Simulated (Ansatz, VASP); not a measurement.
**One calculation of AlNi3, two programs**

The input INCAR:

```
SYSTEM = AlNi3
  PREC = Accurate
  ENCUT = 520
  EDIFF = 1E-6
  ISMEAR = -1
  SIGMA = 0.05
  LREAL = .FALSE.
  LASPH = .TRUE.
  NELM = 150
  ALGO = Normal
  ISIF = 2
  LWAVE = .FALSE.
  LCHARG = .FALSE.
  ISPIN = 2
  MAGMOM = 1 1 1 0
  LORBIT = 11
  LMAXMIX = 4
  GGA = RP
  NBANDS = 28
```

Contents of KPOINTS:

```
regular mesh
0
G
  4 4 4
  0 0 0
```

Contents of POSCAR:

```
AlNi3
1.0
    3.5230547267      0.0000000000      0.0000000000
    0.0000000000      3.5230547267      0.0000000000
    0.0000000000      0.0000000000      3.5230547267
Ni Al
3 1
Direct
    0.5000000000      0.5000000000      0.0000000000
    0.5000000000      0.0000000000      0.5000000000
    0.0000000000      0.5000000000      0.5000000000
    0.0000000000      0.0000000000      0.0000000000
```

File input.yaml:

```yaml
crystal:
  lattice:
    - [3.5230547267, 0.0, 0.0]
    - [0.0, 3.5230547267, 0.0]
    - [0.0, 0.0, 3.5230547267]
  atoms:
    - { symbol: Ni, position: [0.5, 0.5, 0.0], spin: 1.0 }
    - { symbol: Ni, position: [0.5, 0.0, 0.5], spin: 1.0 }
    - { symbol: Ni, position: [0.0, 0.5, 0.5], spin: 1.0 }
    - { symbol: Al, position: [0.0, 0.0, 0.0] }
hamiltonian:
  xc: rpbe
  pseudopotentials: { kind: paw }
magnetization:
  spin_polarized: true
kpoints:
  mp_grid: { grid: [4, 4, 4] }
  band_path:
    path:
      - [[0.0, 0.0, 0.0], [0.0, 0.5, 0.0], [0.5, 0.5, 0.0], [0.0, 0.0, 0.0], [0.5, 0.5, 0.5], [0.0, 0.5, 0.0]]
      - [[0.5, 0.5, 0.0], [0.5, 0.5, 0.5]]
    npoints: 14
scf:
  occupations: { method: fermi_dirac, width: 0.05 }
  n_extra_bands: 10
output:
  forces: true
  stress: true
  eigenvalues: true
  fatbands: false
```

Alike in both runs: functional RPBE; k mesh 4 × 4 × 4; occupations fermi-dirac, width 0.05 eV; collinear spin.

```csv
,VASP,Ansatz
version,VASP 6.6.1,Ansatz 0.2.0
potentials or method,"VASP PAW PBE potentials, release 64 (Ni, Al)",Ansatz PAW
plane-wave cutoff (eV),520,420
valence electrons in the cell,33,57
task,single point,band structure
```

```csv
,VASP,Ansatz,Ansatz less VASP
gap on the k mesh at the Fermi level (eV),none,none,-
pressure (GPa),11.6,11.7,+0.07
net moment per atom (μB),0.00,0.00,-0.001
```

VASP's potentials were made for PBE, not for RPBE. A gap of «none» marks a metal or a gap that the smearing closes. VASP's potentials hold 33 valence electrons a cell and Ansatz's 57, so a difference there can come from the potentials and not from the codes.

The k mesh is coarse, so the values compare programs but aren't converged.
